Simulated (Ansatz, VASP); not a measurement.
## One calculation of TiAl, two programs

```xyz
2
Lattice="2.7804 0.0000 0.0000 0.0000 3.0382 0.0000 0.0000 0.0000 3.1241" Properties=species:S:1:pos:R:3 pbc="T T T"
Ti    0.0000    0.0000    0.0000
Al    1.3902    1.5191    1.5620
```

Change from the starting cell: normal strain along x -0.1100, normal strain along y -0.0275.

Alike in both runs: task single point; functional LDA; k mesh 14 × 14 × 14; occupations gaussian, width 0.15 eV; no spin polarisation.

|  | VASP | Ansatz |
| --- | --- | --- |
| version | VASP 6.6.1 | Ansatz 0.2.0 |
| potentials or method | VASP PAW LDA potentials, release 64 (Ti_sv, Al), cutoff 520 eV | scalar-relativistic, plane waves, PAW |
| valence electrons in the cell | 15 | 15 |

VASP gave:

| Quantity | Value |
| --- | --- |
| gap on the k mesh at the Fermi level (eV) | none |
| pressure (GPa) | 24.7 |
| traceless stress, the component that is largest in VASP (GPa) | 2.39 |

**Question.** Which values does Ansatz return?

**Answer.** gap on the k mesh at the Fermi level (eV): none; pressure (GPa): 24.5; traceless stress, the component that is largest in VASP (GPa): 2.38.

Ansatz warns that its potentials were made for another functional, while VASP's fit it. LDA's correlation is that of Perdew and Zunger in VASP and of Perdew and Wang (1992) in Ansatz. A gap of «none» marks a metal or a gap that the smearing closes.
